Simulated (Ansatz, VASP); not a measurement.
# MoS2 in VASP and in Ansatz

File INCAR:

```
SYSTEM = MoS2
ALGO = Normal ; EDIFF = 1E-6
ENCUT = 520 ; GGA = PS
ISIF = 2 ; ISMEAR = 0
LASPH = .True. ; LCHARG = .False.
LREAL = .False. ; LWAVE = .False.
NBANDS = 20 ; NELM = 100
PREC = Accurate ; SIGMA = 0.05
```

KPOINTS

```
k-points
0
Gamma
  11 11 5
  0 0 0
```

The input POSCAR:

```
MoS2
1.0
    3.2274650000      0.0000000000      0.0000000000
   -1.6137320000      2.7950660000      0.0000000000
    0.0000000000      0.0000000000      6.3124730000
Mo S
1 2
Direct
    0.0000000000      0.0000000000      0.5000000000
    0.3333333333      0.6666666667      0.2553190000
    0.6666666667      0.3333333333      0.7446810000
```

Input for Ansatz:

```yaml
crystal:
  lattice:
    - [3.227465, 0.0, 0.0]
    - [-1.613732, 2.795066, 0.0]
    - [0.0, 0.0, 6.312473]
  atoms:
    - { symbol: Mo, position: [0.0, 0.0, 0.5] }
    - { symbol: S, position: [0.3333333333333333, 0.6666666666666666, 0.255319] }
    - { symbol: S, position: [0.6666666666666666, 0.3333333333333333, 0.744681] }
basis:
  ecutwfc: 420.0
kpoints:
  mp_grid:
    grid: [11, 11, 5]
hamiltonian:
  xc: pbesol
scf:
  occupations:
    method: gaussian
    width: 0.05
output:
  forces: true
  stress: true
```

Alike in both runs: task single point; functional PBEsol; k mesh 11 × 11 × 5; occupations gaussian, width 0.05 eV; no spin polarisation.

```csv
,VASP,Ansatz
version,VASP 6.6.1,Ansatz 0.2.0
potentials or method,"VASP PAW PBE potentials, release 64 (Mo_sv, S), cutoff 520 eV","plane waves, PAW"
valence electrons in the cell,26,26
```

Ansatz gave:

| Item | Value |
| --- | --- |
| pressure (GPa) | -3.4 |
| traceless stress, the component that is largest in VASP (GPa) | 2.55 |
| rms of the force components (eV/Å) | 0.013 |

Q: Estimate VASP's values.

A: Pressure (GPa): -3.4; traceless stress, the component that is largest in VASP (GPa): 2.57; rms of the force components (eV/Å): 0.016.

VASP's potentials were made for PBE, not for PBEsol. Atom by atom the forces differ by 0.003 eV/Å (rms over components). With one functional, cell and mesh, what is left measures potentials, basis and numerics.
